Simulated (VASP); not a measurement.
The system is HfN.

```
CELL_PARAMETERS angstrom
3.06028 0.00000 0.00000
-1.53014 2.65028 0.00000
0.00000 0.00000 2.98668
ATOMIC_POSITIONS crystal
Hf 0.00000 0.00000 0.00000
N 0.66667 0.33333 0.50000
```

| Property | Result |
| --- | --- |
| Program | VASP 6.6.1 |
| Task | relaxation of cell and atoms |
| Functional | PBE |
| Potentials or basis | VASP PAW PBE potentials, release 64 (Hf_pv, N) |
| Cutoff | 600 eV |
| k mesh | 24 × 24 × 18 |
| Occupations | gaussian, width 0.1 eV |
| Spin | no spin polarisation |

At the start: pressure -2.9 GPa; volume 12.11 Å³/atom.

How do energy, volume and symmetry change on relaxing?

Over 6 steps the energy falls by 21.2 meV/atom and the volume is 12.01 Å³/atom (-0.8 %); space group P-6m2 (No. 187, to 0.05 Å).

Step by step:
```csv
step,energy change (eV),largest force (eV/Å),pressure (GPa),volume (Å³)
1,0.0000,0.0000,-2.86,24.22
2,0.0111,0.0000,7.73,23.43
3,-0.0414,0.0000,1.57,23.86
4,-0.0414,0.0000,1.66,23.85
5,-0.0411,0.0000,-1.84,24.22
6,-0.0424,0.0000,0.00,24.02
```

Final structure:
```
Hf N
1.0
     3.09152    0.00000    0.00000
    -1.54576    2.67733    0.00000
     0.00000    0.00000    2.90211
Hf N
1 1
Direct
  0.00000 0.00000 0.00000
  0.66667 0.33333 0.50000
```
